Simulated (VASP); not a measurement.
A run of VASP 6.6.1:

File INCAR:

```
SYSTEM = MgO
ALGO = Normal
EDIFF = 1E-6
ENCUT = 520
GGA = PE
ISIF = 2
ISMEAR = 0
LASPH = .TRUE.
LCHARG = .FALSE.
LREAL = .FALSE.
LWAVE = .FALSE.
NBANDS = 11
NELM = 100
PREC = Accurate
SIGMA = 0.02
```

KPOINTS

```
k-points
0
G
  10 10 10
  0 0 0
```

Contents of POSCAR:

```
MgO
1.0
    0.0000000000      2.0610306685      2.0610306685
    2.0610306685      0.0000000000      2.0610306685
    2.0610306685      2.0610306685      0.0000000000
Mg O
1 1
Direct
    0.0000000000      0.0000000000      0.0000000000
    0.5000000000      0.5000000000      0.5000000000
```

Potentials or basis: VASP PAW PBE potentials, release 64 (Mg, O).

The run is started by

```sh
$ cat potpaw_PBE.64/Mg/POTCAR potpaw_PBE.64/O/POTCAR > POTCAR
$ mpirun -np 1 vasp_std > vasp.out
```

Hardware: 1 thread of AMD EPYC 7R13, with other jobs on the host.

Q: Estimate the wall time of this run.

A: Wall time 13 s on 1 thread of AMD EPYC 7R13, on a shared host, peak memory 0.11 GiB. Counts: scf iterations 12, k points 47.
